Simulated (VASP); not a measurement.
# PrHRh3 (P6_3/mcm) in VASP: further runs, part 2 of 2

VASP 6.6.1. Earlier steps stand in the parts before.

### 3 Single point, PBE

This run uses another cell than the first one, of 18.80 Å³/atom.

The input, INCAR:

```
SYSTEM = PrHRh3
ALGO = Normal
EDIFF = 1E-6
ENCUT = 500
GGA = PE
GGA_COMPAT = .FALSE.
ISIF = 2
ISMEAR = 0
LASPH = .TRUE.
LCHARG = .FALSE.
LMAXMIX = 6
LREAL = .FALSE.
LWAVE = .FALSE.
NBANDS = 68
NELM = 200
PREC = Accurate
SIGMA = 0.1
```

The input, KPOINTS:

```
k-points
0
G
  6 6 4
  0 0 0
```

The input, POSCAR:

```
PrHRh3
1.0
    4.7160352081      0.0000000000      0.0000000000
   -2.3580176041      4.0842062953      0.0000000000
    0.0000000000      0.0000000000      9.7606425691
Pr H Rh
2 2 6
Direct
    0.0000000000      0.0000000000      0.0000000000
    0.0000000000      0.0000000000      0.5000000000
    0.0000000000      0.0000000000      0.2500000000
    0.0000000000      0.0000000000      0.7500000000
    0.6275474360      0.0000000000      0.2500000000
    0.0000000000      0.6275474360      0.2500000000
    0.3724525640      0.3724525640      0.2500000000
    0.3724525640      0.0000000000      0.7500000000
    0.0000000000      0.3724525640      0.7500000000
    0.6275474360      0.6275474360      0.7500000000
```

Potentials or basis: VASP PAW PBE potentials, release 64 (Pr_3, H, Rh_pv), 4f in core.

Run with:

```sh
cat potpaw_PBE.64/Pr_3/POTCAR potpaw_PBE.64/H/POTCAR potpaw_PBE.64/Rh_pv/POTCAR > POTCAR
mpirun -np 1 vasp_std > vasp.out
```

OUTCAR:

```text
SYSTEM = PrHRh3
   EDIFF = 1E-6
   ENCUT = 500
   GGA = PE
   ISIF = 2
   ISMEAR = 0
   LASPH = .TRUE.
   LREAL = .FALSE.
   NELM = 200
   PREC = Accurate

 ion  position               nearest neighbor table
   1  0.000  0.000  0.000-   7 3.01  10 3.01   9 3.01   6 3.01   5 3.01   8 3.01
   2  0.000  0.000  0.500-   7 3.01  10 3.01   9 3.01   6 3.01   5 3.01   8 3.01
   3  0.000  0.000  0.250-   7 1.76   6 1.76   5 1.76
   4  0.000  0.000  0.750-  10 1.76   9 1.76   8 1.76
   5  0.628  0.000  0.250-   3 1.76   6 2.58   7 2.58   6 2.58   7 2.58   1 3.01   2 3.01   7 3.04
                             6 3.04
   6  0.000  0.628  0.250-   3 1.76   5 2.58   5 2.58   7 2.58   7 2.58   1 3.01   2 3.01   7 3.04
                             5 3.04
   7  0.372  0.372  0.250-   3 1.76   5 2.58   6 2.58   5 2.58   6 2.58   2 3.01   1 3.01   6 3.04
                             5 3.04
   8  0.372  0.000  0.750-   4 1.76   9 2.58  10 2.58   9 2.58  10 2.58   2 3.01   1 3.01  10 3.04
                             9 3.04
   9  0.000  0.372  0.750-   4 1.76   8 2.58   8 2.58  10 2.58  10 2.58   2 3.01   1 3.01  10 3.04
                             8 3.04
[... 215 lines left out ...]
      5     -40.5698      2.00000
      6     -40.5698      2.00000
[... 1480 lines left out ...]
     67       9.1819      0.00000
     68       9.1819      0.00000

------------------------ aborting loop because EDIFF is reached ----------------------------------------

  FORCE on cell =-STRESS in cart. coord.  units (eV):
  Direction    XX          YY          ZZ          XY          YZ          ZX
  --------------------------------------------------------------------------------------
  -------------------------------------------------------------------------------------
  Total        0.0993639      0.0993639      0.0234427     -0.0000000      0.0000000      0.0000000
  in kB        0.8467904      0.8467904      0.1997812     -0.0000000      0.0000000      0.0000000
  external PRESSURE =       0.6311207 kB  Pullay stress =       0.0000000 kB

 VOLUME and BASIS-vectors are now :
 -----------------------------------------------------------------------------
  energy-cutoff  :      500.00
  volume of cell :      188.00
      direct lattice vectors                 reciprocal lattice vectors
     4.716035208  0.000000000  0.000000000     0.212042522  0.122422807  0.000000000
    -2.358017604  4.084206295  0.000000000     0.000000000  0.244845614  0.000000000
     0.000000000  0.000000000  9.760642569     0.000000000  0.000000000  0.102452271

 POSITION                                       TOTAL-FORCE (eV/Angst)
 -----------------------------------------------------------------------------------
      0.00000      0.00000      0.00000        -0.000000      0.000000      0.000000
      0.00000      0.00000      4.88032        -0.000000      0.000000      0.000000
      0.00000      0.00000      2.44016        -0.000000      0.000000      0.000000
      0.00000      0.00000      7.32048        -0.000000     -0.000000      0.000000
      2.95954      0.00000      2.44016        -0.007401      0.000000     -0.000000
     -1.47977      2.56303      2.44016         0.003701     -0.006410      0.000000
      0.87825      1.52117      2.44016         0.003701      0.006410      0.000000
      1.75650      0.00000      7.32048         0.007401     -0.000000      0.000000
     -0.87825      1.52117      7.32048        -0.003701      0.006410     -0.000000
      1.47977      2.56303      7.32048        -0.003701     -0.006410     -0.000000
 -----------------------------------------------------------------------------------
    total drift:                               -0.000000      0.000000      0.000000

  FREE ENERGIE OF THE ION-ELECTRON SYSTEM (eV)
  ---------------------------------------------------
  free  energy   TOTEN  =       -60.8670597631 eV

  energy  without entropy=      -60.7901344813  energy(sigma->0) =      -60.82859712
```

stdout:

```text
POSCAR found type information on POSCAR PrH Rh
 POSCAR found :  3 types and      10 ions
 scaLAPACK will be used
 LDA part: xc-table for (Slater+PW92), standard interpolation
 POSCAR, INCAR and KPOINTS ok, starting setup
 FFT: planning ... GRIDC
 FFT: planning ... GRID_SOFT
 FFT: planning ... GRID
 WAVECAR not read
 entering main loop
```

Wall time 4 min (1 thread of Intel Xeon Platinum 8259CL at 2.50GHz (Skylake/Cascade Lake), shared host); peak memory 0.4 GiB.

What came out:

```yaml
Free_energy: -60.8671 eV
Pressure: 0.1 GPa
Largest_force: 0.007 eV/Å
Band_gap_on_the_k_mesh: zero (bands 57 and 58 overlap by 0.38 eV)
```

Forces on the atoms (eV/Å):
```
Pr   0.000  0.000  0.000
Pr   0.000  0.000  0.000
H    0.000  0.000  0.000
H    0.000  0.000  0.000
Rh  -0.007  0.000  0.000
Rh   0.004 -0.006  0.000
Rh   0.004  0.006  0.000
Rh   0.007  0.000  0.000
Rh  -0.004  0.006  0.000
Rh  -0.004 -0.006  0.000
```

Levels at points of the mesh, in eV from the Fermi level:
```tsv
k point	band 55	band 56	band 57	band 58	band 59	band 60
(0.00, 0.00, 0.00)	-0.57	0.02	0.02	0.23	0.23	2.06
(0.50, 0.00, 0.00)	-0.34	-0.28	-0.07	0.48	0.83	1.00
(0.00, 0.00, 0.50)	0.18	0.18	0.18	0.18	0.60	0.60
(0.50, 0.00, 0.50)	-0.15	-0.15	0.10	0.10	1.01	1.01
```

Caveat: spin-orbit coupling is left out, which moves the levels of the heavy elements; the 4f electrons are frozen in the core, so they carry no moment and show no levels.
